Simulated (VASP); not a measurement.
Write the native input for VASP 6.6.1 that does the following.

| Property | Result |
| --- | --- |
| Task | single point |
| Functional | PBE |
| Potentials or basis | VASP PAW PBE potentials, release 64 (K_sv, I) |
| Cutoff | 520 eV |
| k mesh | 6 × 6 × 6 |
| Occupations | gaussian, width 0.05 eV |
| Spin | non-collinear spin, zero start, spin-orbit coupling |
| Starting moments | [[0.0, 0.0, 0.0], [0.0, 0.0, 0.0]] μB |
| Dipole correction | no |
| Further INCAR settings | ALGO = Normal; EDIFF = 1e-07; NBANDS = 28 |

The structure of KI lies in POSCAR:

```
KI
1.0
    0.0000000000      3.5245498478      3.5245498478
    3.5245498478      0.0000000000      3.5245498478
    3.5245498478      3.5245498478      0.0000000000
K I
1 1
Direct
    0.0000000000      0.0000000000      0.0000000000
    0.5000000000      0.5000000000      0.5000000000
```

One way to write it, as run:

INCAR

```
  ALGO = Normal
  EDIFF = 1E-7
  ENCUT = 520
  GGA = PE
  GGA_COMPAT = F
  ISIF = 2
  ISMEAR = 0
  LASPH = T
  LCHARG = F
  LORBIT = 11
  LORBMOM = T
  LREAL = F
  LSORBIT = T
  LWAVE = F
  MAGMOM = 0 0 0 0 0 0
  NBANDS = 28
  NELM = 150
  PREC = Accurate
  SIGMA = 0.05
```

KPOINTS

```
k-points
0
Gamma
  6 6 6
```

Potentials or basis: VASP PAW PBE potentials, release 64 (K_sv, I).

Launch:

```console
$ cat potpaw_PBE.64/K_sv/POTCAR potpaw_PBE.64/I/POTCAR > POTCAR
$ mpirun -np 1 vasp_ncl > vasp.out
```

It gave:

```yaml
Pressure: 0.7 GPa
Net_moment: 0.00 μB per cell
Valence_electrons_inside_the_program's_atomic_spheres: K 7.56; I 4.35
```

Run time: 2.9 min on 1 thread of Oxide Virtual Turin-like Processor (shared host), peak memory 0.45 GiB.
